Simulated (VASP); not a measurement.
Al: single point with r2SCAN

Crystal: Al.

```xyz
1
Lattice="0.0000 2.0240 2.0847 2.0240 0.0000 2.0847 2.0240 2.0240 0.0000" Properties=species:S:1:pos:R:3 pbc="T T T"
Al    0.0000    0.0000    0.0000
```

This cell differs from its parent crystal: strain +0.0300 x Voigt [0, 0, 1, 0, 0, 0].

- Program: VASP 6.6.1
- Task: single point
- Functional: r2SCAN
- Potentials or basis: VASP PAW PBE potentials, release 64 (Al)
- Cutoff: 520 eV
- k mesh: 20 × 20 × 20
- Occupations: gaussian, width 0.2 eV
- Spin: no spin polarisation
- Dipole correction: no
- Further INCAR settings: ALGO = Normal; EDIFF = 1e-06; NBANDS = 8

| Quantity | Value |
| --- | --- |
| Pressure | -5.8 GPa |
| Band gap on the k mesh | zero (an odd number of electrons rules out a gap without spin polarisation) |

Stress tensor (GPa, compression positive):
```
-5.26  0.00  0.00
 0.00 -5.26  0.00
 0.00  0.00 -6.77
```

Levels at points of the mesh, in eV from the Fermi level:
```tsv
k point	band 1	band 2	band 3	band 4	band 5	band 6
(0.00, 0.00, 0.00)	-11.63	12.88	13.22	13.22	14.68	14.68
(0.50, 0.00, 0.00)	-4.89	-4.52	11.47	11.51	12.23	12.28
(0.50, 0.50, 0.00)	-3.40	-2.09	5.66	6.18	6.18	9.91
(0.50, 0.00, 0.50)	-2.96	-1.46	5.31	5.51	5.72	9.34
```

Wall time 100 s on 1 thread of Intel(R) Xeon(R) 6975P-C (Granite Rapids), with other jobs on the host, peak memory 0.19 GiB.

Caveat: the cell differs from its parent crystal (strain +0.0300 x Voigt [0, 0, 1, 0, 0, 0]); the cell stands under tension; the PAW data sets were made with another functional, which shifts forces and pressure a little.
